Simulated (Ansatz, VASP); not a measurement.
# Two plane-wave programs on SiC

```
Si C
1.0
     4.98625    0.00000   -0.43040
     0.00000    2.75659    0.00000
    -2.95771    0.00000    4.90093
Si C
3 3
Direct
  0.75241 0.00000 0.75055
  0.22084 0.50000 0.25976
  0.54553 0.50000 0.09878
  0.98041 0.50000 0.42951
  0.06762 0.00000 0.60730
  0.43319 0.00000 0.85410
```

Alike in both runs: functional PBE; k mesh 4 × 6 × 4; occupations gaussian, width 0.1 eV; no spin polarisation.

Ansatz relaxed the structure, and its values are those at the end. VASP's run is a single point on that final structure, the one shown.

|  | VASP | Ansatz |
| --- | --- | --- |
| version | VASP 6.6.1 | Ansatz 0.2.0 |
| potentials or method | VASP PAW PBE potentials, release 64 (Si, C), cutoff 520 eV | scalar-relativistic, plane waves, PAW |
| valence electrons in the cell | 24 | 24 |

Ansatz gave:

```
gap on the k mesh at the Fermi level (eV) : none
pressure (GPa)                            : 0.0
rms of the force components (eV/Å)        : 0.005
```

Task: Which values does VASP return?

Result: gap on the k mesh at the Fermi level (eV): none; pressure (GPa): 0.1; rms of the force components (eV/Å): 0.009.

A gap of «none» marks a metal or a gap that the smearing closes.

The k mesh is coarse, so the values compare programs but aren't converged.
